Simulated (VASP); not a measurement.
AlN:

```xyz
2
Lattice="0.0000 2.2286 2.2286 2.2286 0.0000 2.2286 2.2286 2.2286 0.0000" Properties=species:S:1:pos:R:3 pbc="T T T"
Al    0.0000    0.0000    0.0000
N     1.1143    1.1143    1.1143
```

This cell differs from its parent crystal: strain +2.0%.

Base run:

| Property | Result |
| --- | --- |
| Program | VASP 6.6.1 |
| Functional | r2SCAN |
| Potentials or basis | VASP PAW PBE potentials, release 64 (Al, N) |
| Cutoff | 520 eV |
| k mesh | 10 × 10 × 10 |
| Occupations | gaussian, width 0.01 eV |
| Spin | no spin polarisation |

Its results: band gap on the k mesh 3.88 eV, indirect (least direct gap 4.34 eV); pressure -11.5 GPa.

Task: The run is repeated on the same cell with these changes: functional from r2SCAN to PBE; k mesh from 10 × 10 × 10 to 6 × 6 × 6. What comes out?

Result: Band gap on the k mesh 3.28 eV, indirect (least direct gap 3.67 eV); pressure -6.8 GPa.

Several settings changed at once, so the effect can't be laid on one alone.

Caveats: the PAW data sets were made with another functional, which shifts forces and pressure a little (some runs).

A k mesh can miss the band edges.
